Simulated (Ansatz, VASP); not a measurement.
# SnO2 in VASP and in Ansatz

Contents of INCAR:

```
SYSTEM = SnO2
PREC = Accurate ; ENCUT = 520
EDIFF = 1E-7 ; ISMEAR = -1
SIGMA = 0.05 ; LREAL = .FALSE.
LASPH = .TRUE. ; NELM = 80
ALGO = Normal ; ISIF = 2
LWAVE = .FALSE. ; LCHARG = .TRUE.
GGA = B5 ; ALDAX = 1.0
AGGAX = 1.0 ; AGGAC = 1.0
ALDAC = 0.0 ; LELF = .TRUE.
LVHAR = .TRUE. ; NBANDS = 20
```

File KPOINTS:

```
regular mesh
0
G
  9 9 9
  0 0 0
```

Contents of POSCAR:

```
SnO2
1.0
    0.0000000000      2.5741500000      2.5741500000
    2.5741500000      0.0000000000      2.5741500000
    2.5741500000      2.5741500000      0.0000000000
Sn O
1 2
Direct
    0.0000000000      0.0000000000      0.0000000000
    0.7500000000      0.7500000000      0.7500000000
    0.2500000000      0.2500000000      0.2500000000
```

input.yaml

```yaml
crystal:
  lattice:
    - [0.0, 2.57415, 2.57415]
    - [2.57415, 0.0, 2.57415]
    - [2.57415, 2.57415, 0.0]
  atoms:
    - { symbol: Sn, position: [0.0, 0.0, 0.0] }
    - { symbol: O, position: [0.75, 0.75, 0.75] }
    - { symbol: O, position: [0.25, 0.25, 0.25] }
hamiltonian:
  xc: blyp
  pseudopotentials: { kind: paw }
kpoints:
  mp_grid: { grid: [9, 9, 9] }
  band_path:
    path:
      - [[0.0, 0.0, 0.0], [0.5, 0.0, 0.5], [0.5, 0.25, 0.75], [0.375, 0.375, 0.75], [0.0, 0.0, 0.0], [0.5, 0.5, 0.5], [0.625, 0.25, 0.625], [0.5, 0.25, 0.75], [0.5, 0.5, 0.5], [0.375, 0.375, 0.75]]
      - [[0.625, 0.25, 0.625], [0.5, 0.0, 0.5]]
    npoints: 14
scf:
  occupations: { method: fermi_dirac, width: 0.05 }
  n_extra_bands: 7
output:
  forces: true
  stress: true
  eigenvalues: true
  fatbands: false
```

Alike in both runs: functional BLYP; k mesh 9 × 9 × 9; occupations fermi-dirac, width 0.05 eV; no spin polarisation.

|  | VASP | Ansatz |
| --- | --- | --- |
| version | VASP 6.6.1 | Ansatz 0.2.0 |
| potentials or method | VASP PAW PBE potentials, release 64 (Sn_d, O) | Ansatz PAW |
| plane-wave cutoff (eV) | 520 | 420 |
| valence electrons in the cell | 26 | 26 |
| task | single point | band structure |

Ansatz gave:

| Item | Value |
| --- | --- |
| gap on the k mesh at the Fermi level (eV) | none |
| pressure (GPa) | 5.9 |

**Question.** Estimate VASP's values.

**Answer.** gap on the k mesh at the Fermi level (eV): none; pressure (GPa): 6.5.

VASP's potentials were made for PBE, not for BLYP. A gap of «none» marks a metal or a gap that the smearing closes. The functional is the same, so the differences come from potentials, cutoffs and numerics.

Noted on Ansatz's run: Pulay correction over one GPa.
